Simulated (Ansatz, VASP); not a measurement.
## TiO2 in VASP and in Ansatz

```xyz
6
Lattice="4.5969 0.0000 0.0000 0.0000 4.5969 0.0000 0.0000 0.0000 2.9535" Properties=species:S:1:pos:R:3 pbc="T T T"
Ti    0.0000    0.0000    0.0000
Ti    2.2985    2.2985    1.4768
O     1.4004    1.4004    0.0000
O     0.8981    3.6988    1.4768
O     3.1966    3.1966    0.0000
O     3.6988    0.8981    1.4768
```

Alike in both runs: functional r2SCAN; k mesh 6 × 6 × 10; occupations gaussian, width 0.02 eV; no spin polarisation.

Ansatz relaxed the structure, and its values are those at the end. VASP's run is a single point on that final structure, the one shown.

|  | VASP | Ansatz |
| --- | --- | --- |
| version | VASP 6.6.1 | Ansatz 0.2.0 |
| potentials or method | VASP PAW PBE potentials, release 64 (Ti_sv, O), cutoff 520 eV | scalar-relativistic, plane waves, PAW |
| valence electrons in the cell | 48 | 48 |

Ansatz gave:

| Item | Value |
| --- | --- |
| gap on the k mesh at the Fermi level (eV) | 2.22 |
| least direct gap on the mesh (eV) | 2.22 |
| pressure (GPa) | 0.0 |
| rms of the force components (eV/Å) | 0.001 |

Question: What did VASP give for the same quantities?

Answer: gap on the k mesh at the Fermi level (eV): 2.23; least direct gap on the mesh (eV): 2.23; pressure (GPa): 1.3; rms of the force components (eV/Å): 0.017.

VASP's potentials were made for PBE, not for r2SCAN.
